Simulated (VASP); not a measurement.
Input of a VASP 6.6.1 run:

The input INCAR:

```
SYSTEM = ZrB2
ALGO = Normal
EDIFF = 1E-6
ENCUT = 500
GGA = PE
GGA_COMPAT = .FALSE.
ISIF = 2
ISMEAR = 0
LASPH = .TRUE.
LCHARG = .FALSE.
LREAL = .FALSE.
LWAVE = .FALSE.
NBANDS = 16
NELM = 120
PREC = Accurate
SIGMA = 0.05
```

KPOINTS

```
k-points
0
G
  8 8 8
  0 0 0
```

The input POSCAR:

```
ZrB2
1.0
    3.1933962669      0.0000000000      0.0000000000
   -1.5966981334      2.7655622916      0.0000000000
    0.0000000000      0.0000000000      3.4576883308
Zr B
1 2
Direct
    0.0000000000      0.0000000000      0.0000000000
    0.3333333333      0.6666666667      0.5000000000
    0.6666666667      0.3333333333      0.5000000000
```

Potentials or basis: VASP PAW PBE potentials, release 64 (Zr_sv, B).

The run is started by

```console
$ cat potpaw_PBE.64/Zr_sv/POTCAR potpaw_PBE.64/B/POTCAR > POTCAR
$ mpirun -np 1 vasp_std > vasp.out
```

Task: Predict the band gap on the k mesh.

Result: Zero (bands 9 and 10 overlap by 0.35 eV).

Task: Estimate the pressure.

Result: 2.3 GPa.

Stress tensor (GPa, compression positive):
```
-0.99  0.00  0.00
 0.00 -0.99  0.00
 0.00  0.00  8.82
```
